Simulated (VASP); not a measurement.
# MgO (Fm-3m) in VASP: settings compared

The runs below take MgO through single point, with LDA, PBE.

Everything below comes from runs of VASP 6.6.1. Logs are shortened: lines on timing, memory, paths and dates and some standing lists are left out, and cuts for length are marked.

### Step 1. The cell of the first run

The structure is cubic, space group Fm-3m (No. 225). Conventional cell: a = 4.108 Å, b = 4.108 Å, c = 4.108 Å, α = 90.00°, β = 90.00°, γ = 90.00°. Mg (site symmetry m-3m) has 6 O at 2.05 Å within 2.7 Å. O (site symmetry m-3m) has 6 Mg at 2.05 Å within 2.7 Å.

### Step 2. Single point, LDA (volume scaled by 0.94)

INCAR

```
  PREC = Accurate
  ENCUT = 520
  EDIFF = 1E-6
  ISMEAR = -5
  SIGMA = 0.05
  LREAL = F
  LASPH = T
  NELM = 60
  ALGO = Normal
  ISIF = 2
  LWAVE = F
  LCHARG = F
  GGA = CA
  NBANDS = 11
```

KPOINTS

```
regular mesh
0
Gamma
  11 11 11
```

POSCAR

```
MgO
1.0
    0.0000000000      2.0541934342      2.0541934342
    2.0541934342      0.0000000000      2.0541934342
    2.0541934342      2.0541934342      0.0000000000
Mg O
1 1
Direct
    0.0000000000      0.0000000000      0.0000000000
    0.5000000000      0.5000000000      0.5000000000
```

Potentials or basis: VASP PAW LDA potentials, release 64 (Mg, O).

Started as:

```sh
cat potpaw_LDA.64/Mg/POTCAR potpaw_LDA.64/O/POTCAR > POTCAR
mpirun -np 1 vasp_std > vasp.out
```

OUTCAR:

```text
PREC = Accurate
   ENCUT = 520
   EDIFF = 1E-6
   ISMEAR = -5
   LREAL = F
   LASPH = T
   NELM = 60
   ISIF = 2
   GGA = CA

 ion  position               nearest neighbor table
   1  0.000  0.000  0.000-   2 2.05   2 2.05   2 2.05   2 2.05   2 2.05   2 2.05
   2  0.500  0.500  0.500-   1 2.05   1 2.05   1 2.05   1 2.05   1 2.05   1 2.05

  LATTYP: Found a face centered cubic cell.
 ALAT       =     4.1083868684

  Lattice vectors:

 A1 = (   0.0000000000,   2.0541934342,   2.0541934342)
 A2 = (   2.0541934342,   0.0000000000,   2.0541934342)
 A3 = (   2.0541934342,   2.0541934342,   0.0000000000)

Analysis of symmetry for initial positions (statically):
=====================================================================
 Subroutine PRICEL returns:
 Original cell was already a primitive cell.

 Routine SETGRP: Setting up the symmetry group for a
 face centered cubic supercell.

 Subroutine GETGRP returns: Found 48 space group operations
 (whereof 48 operations were pure point group operations)
 out of a pool of 48 trial point group operations.

The static configuration has the point symmetry O_h .

Analysis of symmetry for dynamics (positions and initial velocities):
=====================================================================
 Subroutine PRICEL returns:
 Original cell was already a primitive cell.

 Routine SETGRP: Setting up the symmetry group for a
 face centered cubic supercell.

 Subroutine GETGRP returns: Found 48 space group operations
 (whereof 48 operations were pure point group operations)
 out of a pool of 48 trial point group operations.

The dynamic configuration has the point symmetry O_h .

 Subroutine INISYM returns: Found 48 space group operations
 (whereof 48 operations are pure point group operations),
 and found     1 'primitive' translations

----------------------------------------------------------------------------------------

                                     Primitive cell

  volume of cell :      17.3362

  direct lattice vectors                    reciprocal lattice vectors
     0.000000000  2.054193434  2.054193434    -0.243404536  0.243404536  0.243404536
     2.054193434  0.000000000  2.054193434     0.243404536 -0.243404536  0.243404536
     2.054193434  2.054193434  0.000000000     0.243404536  0.243404536 -0.243404536

  length of vectors
     2.905068214  2.905068214  2.905068214     0.421589023  0.421589023  0.421589023

  position of ions in fractional coordinates (direct lattice)
     0.000000000  0.000000000  0.000000000
     0.500000000  0.500000000  0.500000000

  ion indices of the primitive-cell ions
   primitive index   ion index
                 1           1
                 2           2

----------------------------------------------------------------------------------------

 KPOINTS: regular mesh

Automatic generation of k-mesh.
 Grid dimensions read from file:
 generate k-points for:   11   11   11

 Generating k-lattice:

  Cartesian coordinates                     Fractional coordinates (reciprocal lattice)
    -0.022127685  0.022127685  0.022127685     0.090909091  0.000000000  0.000000000
     0.022127685 -0.022127685  0.022127685     0.000000000  0.090909091  0.000000000
     0.022127685  0.022127685 -0.022127685     0.000000000  0.000000000  0.090909091

  Length of vectors
     0.038326275  0.038326275  0.038326275

  Shift w.r.t. Gamma in fractional coordinates (k-lattice)
     0.000000000  0.000000000  0.000000000

 TETIRR: Found    201 inequivalent tetrahedra from     7986

 Subroutine IBZKPT returns following result:
 ===========================================

 Found     56 irreducible k-points:

 Following reciprocal coordinates:
            Coordinates               Weight
  0.000000  0.000000  0.000000      1.000000
  0.090909  0.000000  0.000000      8.000000
  0.181818  0.000000  0.000000      8.000000
  0.272727  0.000000  0.000000      8.000000
  0.363636  0.000000  0.000000      8.000000
  0.454545  0.000000  0.000000      8.000000
[... 16 lines left out ...]
 -0.272727  0.181818  0.000000     24.000000
 -0.181818  0.181818  0.000000     12.000000
 [... further k-points ...]
   k-points           NKPTS =     56   k-points in BZ     NKDIM =     56   number of bands    NBANDS=     11
   number of dos      NEDOS =    301   number of ions     NIONS =      2
   total plane-waves  NPLWV =  13824
   dimension x,y,z NGX =    24 NGY =   24 NGZ =   24
   dimension x,y,z NGXF=    48 NGYF=   48 NGZF=   48
   ions per type =               1   1
   NGX,Y,Z   is equivalent  to a cutoff of  13.73, 13.73, 13.73 a.u.
   NGXF,Y,Z  is equivalent  to a cutoff of  27.47, 27.47, 27.47 a.u.
 SYSTEM =  unknown system
   PREC   = accura    normal or accurate (medium, high low for compatibility)
   ISTART =      0    job   : 0-new  1-cont  2-samecut
   ICHARG =      2    charge: 1-file 2-atom 10-const
   ISPIN  =      1    spin polarized calculation?
   LNONCOLLINEAR =      F non collinear calculations
   LSORBIT =      F    spin-orbit coupling
   LASPH  =      T    aspherical Exc in radial PAW
   ENCUT  =  520.0 eV  38.22 Ry    6.18 a.u.   5.40  5.40  5.40*2*pi/ulx,y,z
   NELM   =     60;   NELMIN=  2; NELMDL= -5     # of ELM steps
   EDIFF  = 0.1E-05   stopping-criterion for ELM
   LREAL  =      F    real-space projection
   EDIFFG = 0.1E-04   stopping-criterion for IOM
   NSW    =      0    number of steps for IOM
   IBRION =     -1    ionic relax: 0-MD 1-quasi-New 2-CG
   NFREE  =      0    steps in history (QN), initial steepest desc. (CG)
   ISIF   =      2    stress and relaxation
   ISYM   =      2    0-nonsym 1-usesym 2-fastsym
   POTIM  = 0.5000    time-step for ionic-motion
   TEBEG  =    0.0;   TEEND  =   0.0 temperature during run
   PSTRESS=    0.0 pullay stress
   NELECT =       8.0000    total number of electrons
   NUPDOWN=      -1.0000    fix difference up-down
   EMIN   =  10.00;   EMAX   =-10.00  energy-range for DOS
   EFERMI =   0.00;   METHOD = LEGACY
   ISMEAR =    -5;   SIGMA  =   0.05  broadening in eV -4-tet -1-fermi 0-gaus
   EFERMI_NEDOS =   21; number of points for ismear=-14 and -15
   IALGO  =     38    algorithm
   IMIX   =      4    mixing-type and parameters
     AMIX     =   0.40;   BMIX     =  1.00
     AMIX_MAG =   1.60;   BMIX_MAG =  1.00
  volume/ion in A,a.u.               =       8.67        58.50
  Fermi-wavevector in a.u.,A,eV,Ry     =   1.265086  2.390666 21.775354  1.600443
  Thomas-Fermi vector in A             =   2.398358
   LORBIT       =      0    0 simple, 1 ext, 2 COOP (PROOUT), +10 PAW based schemes
   GGA     = CA    functional components
   LHFCALC =     F    Hartree Fock is set to
   AEXX    =    0.0000 exact exchange contribution
   IVDW    =     0    specifies the selected vdW correction
   LEPSILON=     F    determine dielectric tensor
   LRPA    =     F    only Hartree local field effects (RPA)
 non-spin polarized calculation
 Fermi weights with tetrahedron method with Bloechl corrections
  energy-cutoff  :      520.00
  volume of cell :       17.34
 maximum number of plane-waves:       487
 NGX is ok and might be reduce to    24
   NGX = 11   NGY = 11   NGZ = 11

 number of electron       7.9999997 magnetization

 Free energy of the ion-electron system (eV)
  ---------------------------------------------------
  ext. energy  EPLUGINS =         0.00000000
  ---------------------------------------------------
  free energy    TOTEN  =       -13.43726031 eV

  energy without entropy =      -13.43726031  energy(sigma->0) =      -13.43726031

 E-fermi :   3.5426     XC(G=0): -11.9574

 val. band max:        3.4720915097   @ k =   0.0000   0.0000   0.0000
 cond. band min:       8.8935315790   @ k =   0.0000   0.0000   0.0000
 fundamental gap:      5.4214400693
 Fermi energy:         3.5425917432

 k-point     1 :       0.0000    0.0000    0.0000
  band No.  band energies     occupation
      1     -13.9393      2.00000
      2       3.4721      2.00000
      3       3.4721      2.00000
      4       3.4721      2.00000
      5       8.8935      0.00000
      6      19.4018      0.00000
      7      19.4018      0.00000
      8      19.4018      0.00000
      9      23.6268      0.00000
     10      25.3662      0.00000
     11      25.3662      0.00000

 k-point     2 :       0.0909    0.0000    0.0000
  band No.  band energies     occupation
      1     -13.8365      2.00000
      2       2.9038      2.00000
      3       3.4065      2.00000
      4       3.4065      2.00000
      5       9.4122      0.00000
      6      18.3136      0.00000
      7      19.6262      0.00000
      8      19.6262      0.00000
      9      24.8036      0.00000
     10      24.8036      0.00000
     11      25.1593      0.00000

 k-point     3 :       0.1818    0.0000    0.0000
  band No.  band energies     occupation
      1     -13.5460      2.00000
      2       1.6589      2.00000
      3       3.2358      2.00000
      4       3.2358      2.00000
      5      10.4602      0.00000
      6      16.8964      0.00000
      7      20.1457      0.00000
      8      20.1457      0.00000
      9      24.1096      0.00000
     10      24.1096      0.00000
     11      26.6198      0.00000

 k-point     4 :       0.2727    0.0000    0.0000
  band No.  band energies     occupation
      1     -13.1302      2.00000
      2       0.3029      2.00000
      3       3.0228      2.00000
      4       3.0228      2.00000
      5      11.3236      0.00000
      6      16.2100      0.00000
      7      20.4817      0.00000
      8      20.4817      0.00000
      9      24.2386      0.00000
     10      24.2386      0.00000
     11      26.2070      0.00000

 k-point     5 :       0.3636    0.0000    0.0000
  band No.  band energies     occupation
      1     -12.7029      2.00000
      2      -0.8300      2.00000
      3       2.8364      2.00000
      4       2.8364      2.00000
      5      11.6587      0.00000
      6      16.3278      0.00000
      7      20.4073      0.00000
      8      20.4073      0.00000
      9      25.2921      0.00000
     10      25.2921      0.00000
     11      25.5866      0.00000
[... 211 lines left out ...]
 k-point    21 :      -0.4545    0.1818    0.0000
  band No.  band energies     occupation
      1     -12.2545      2.00000
      2      -1.0912      2.00000
      3       1.6261      2.00000
      4       2.5089      2.00000
      5      13.0112      0.00000
      6      16.3068      0.00000
      7      17.9345      0.00000
      8      21.0779      0.00000
      9      24.1948      0.00000
     10      27.1671      0.00000
     11      28.9942      0.00000

 k-point    22 :      -0.3636    0.1818    0.0000
  band No.  band energies     occupation
      1     -12.3388      2.00000
      2      -0.9011      2.00000
      3       1.5502      2.00000
      4       2.6283      2.00000
      5      13.0805      0.00000
      6      16.1541      0.00000
      7      18.1172      0.00000
      8      21.1140      0.00000
      9      24.9817      0.00000
     10      25.3922      0.00000
     11      28.9536      0.00000

 k-point    23 :      -0.2727    0.1818    0.0000
  band No.  band energies     occupation
      1     -12.6301      2.00000
      2      -0.3191      2.00000
      3       1.7438      2.00000
      4       2.8213      2.00000
      5      12.9101      0.00000
      6      15.6543      0.00000
      7      18.6941      0.00000
      8      21.3991      0.00000
      9      23.4118      0.00000
     10      25.4495      0.00000
     11      29.1139      0.00000

 k-point    24 :      -0.1818    0.1818    0.0000
  band No.  band energies     occupation
      1     -13.0059      2.00000
      2       0.4160      2.00000
      3       2.2275      2.00000
      4       3.0320      2.00000
      5      12.1434      0.00000
      6      15.6804      0.00000
      7      19.4735      0.00000
      8      21.7287      0.00000
      9      22.0226      0.00000
     10      25.2666      0.00000
     11      28.9469      0.00000

 [... further k-points ...]

------------------------ aborting loop because EDIFF is reached ----------------------------------------

  FORCE on cell =-STRESS in cart. coord.  units (eV):
  Direction    XX          YY          ZZ          XY          YZ          ZX
  --------------------------------------------------------------------------------------
  -------------------------------------------------------------------------------------
  Total        0.5600739      0.5600739      0.5600739     -0.0000000      0.0000000     -0.0000000
  in kB       51.7609124     51.7609124     51.7609124     -0.0000000      0.0000000     -0.0000000
  external PRESSURE =      51.7609124 kB  Pullay stress =       0.0000000 kB

 VOLUME and BASIS-vectors are now :
 -----------------------------------------------------------------------------
  energy-cutoff  :      520.00
  volume of cell :       17.34
      direct lattice vectors                 reciprocal lattice vectors
     0.000000000  2.054193434  2.054193434    -0.243404536  0.243404536  0.243404536
     2.054193434  0.000000000  2.054193434     0.243404536 -0.243404536  0.243404536
     2.054193434  2.054193434  0.000000000     0.243404536  0.243404536 -0.243404536

 POSITION                                       TOTAL-FORCE (eV/Angst)
 -----------------------------------------------------------------------------------
      0.00000      0.00000      0.00000        -0.000000      0.000000     -0.000000
      2.05419      2.05419      2.05419         0.000000     -0.000000      0.000000
 -----------------------------------------------------------------------------------
    total drift:                               -0.000000     -0.000000      0.000000

  FREE ENERGIE OF THE ION-ELECTRON SYSTEM (eV)
  ---------------------------------------------------
  free  energy   TOTEN  =       -13.4372603079 eV

  energy  without entropy=      -13.4372603079  energy(sigma->0) =      -13.43726031
```

Run time: 9.1 s. Hardware: 1 thread of AMD EPYC 7R13 (Zen 3), shared host; peak memory 0.1 GiB.

What came out:

```
Free energy            : -13.4373 eV
Pressure               : 5.2 GPa
Band gap on the k mesh : 5.42 eV, direct
```

Caveat: the cell differs from its parent crystal (volume scaled by 0.94).

### Step 3. Single point, LDA (volume scaled by 0.96)

INCAR: that of step 2 with these lines changed.

```diff
@@ -7,3 +7,3 @@
   LASPH = T
-  NELM = 60
+  NELM = 80
   ALGO = Normal
```

KPOINTS is that of step 2.

POSCAR

```
MgO
1.0
    0.0000000000      2.0686600618      2.0686600618
    2.0686600618      0.0000000000      2.0686600618
    2.0686600618      2.0686600618      0.0000000000
Mg O
1 1
Direct
    0.0000000000      0.0000000000      0.0000000000
    0.5000000000      0.5000000000      0.5000000000
```

Potentials or basis: VASP PAW LDA potentials, release 64 (Mg, O).

Started as:

```sh
cat potpaw_LDA.64/Mg/POTCAR potpaw_LDA.64/O/POTCAR > POTCAR
mpirun -np 1 vasp_std > vasp.out
```

Wall time 9.4 s (1 thread of AMD EPYC 7R13 (Zen 3), shared host); peak memory 0.1 GiB.

Results (log left out):

```
Free energy            : -13.4449 eV
Pressure               : 1.1 GPa
Band gap on the k mesh : 5.20 eV, direct
```

Levels at points of the mesh, in eV from the valence-band top:
| k point | band 1 | band 2 | band 3 | band 4 | band 5 | band 6 | band 7 | band 8 | band 9 |
| --- | --- | --- | --- | --- | --- | --- | --- | --- | --- |
| (0.00, 0.00, 0.00) | -17.29 | 0.00 | 0.00 | 0.00 | 5.20 | 15.82 | 15.82 | 15.82 | 19.98 |

Caveat: the cell differs from its parent crystal (volume scaled by 0.96).

### Step 4. Single point, PBE

This run uses another cell than the first one, of 9.22 Å³/atom, 1.064 times its volume.

INCAR

```
PREC     = Accurate       # precision mode
ENCUT    = 520            # plane-wave cutoff, eV
EDIFF    = 1E-7           # SCF threshold, eV
ISMEAR   = 0              # smearing method
SIGMA    = 0.026000000000000002 # smearing width, eV
LREAL    = False          # projectors in reciprocal space
LASPH    = True           # aspherical terms in the spheres
NELM     = 60             # most SCF steps
ALGO     = Normal         # electronic algorithm
ISIF     = 2              # what is computed and relaxed
LWAVE    = False          # write WAVECAR
LCHARG   = False          # write CHGCAR
GGA      = PE             # functional
NBANDS   = 11             # bands
```

KPOINTS is that of step 3.

POSCAR

```
MgO
1.0
    0.0000000000      2.0970013927      2.0970013927
    2.0970013927      0.0000000000      2.0970013927
    2.0970013927      2.0970013927      0.0000000000
Mg O
1 1
Direct
    0.0000000000      0.0000000000      0.0000000000
    0.5000000000      0.5000000000      0.5000000000
```

Potentials or basis: VASP PAW PBE potentials, release 64 (Mg, O).

Started as:

```sh
cat potpaw_PBE.64/Mg/POTCAR potpaw_PBE.64/O/POTCAR > POTCAR
mpirun -np 1 vasp_std > vasp.out
```

Run time: 12 s. Hardware: 1 thread of AMD EPYC 7R13 (Zen 3), shared host; peak memory 0.11 GiB.

The run converged. Its results:

```
Free energy            : -11.8977 eV
Pressure               : 6.2 GPa
Band gap on the k mesh : 4.85 eV, direct
```

Levels at points of the mesh, in eV from the valence-band top:
| k point | band 2 | band 3 | band 4 | band 5 | band 6 | band 7 |
| --- | --- | --- | --- | --- | --- | --- |
| (0.00, 0.00, 0.00) | 0.00 | 0.00 | 0.00 | 4.85 | 15.87 | 15.87 |

### Step 5. Summary

| level | potentials or basis | cell | smearing | gap on the mesh (eV) | pressure (GPa) |
| --- | --- | --- | --- | --- | --- |
| LDA | VASP PAW LDA potentials, release 64 (Mg, O) | a = 2.905 Å, angles 60.0°, 2 atoms | tetrahedron | 5.42 | 5.2 |
| LDA | VASP PAW LDA potentials, release 64 (Mg, O) | a = 2.926 Å, angles 60.0°, 2 atoms | tetrahedron | 5.20 | 1.1 |
| PBE | VASP PAW PBE potentials, release 64 (Mg, O) | a = 2.966 Å, angles 60.0°, 2 atoms | gaussian 0.026 eV | 4.85 | 6.2 |

Alike in all rows: task single point; no spin polarisation; k mesh 11 × 11 × 11; cutoff (eV) 520.

Absolute energies hang on the potentials; compare differences alone.
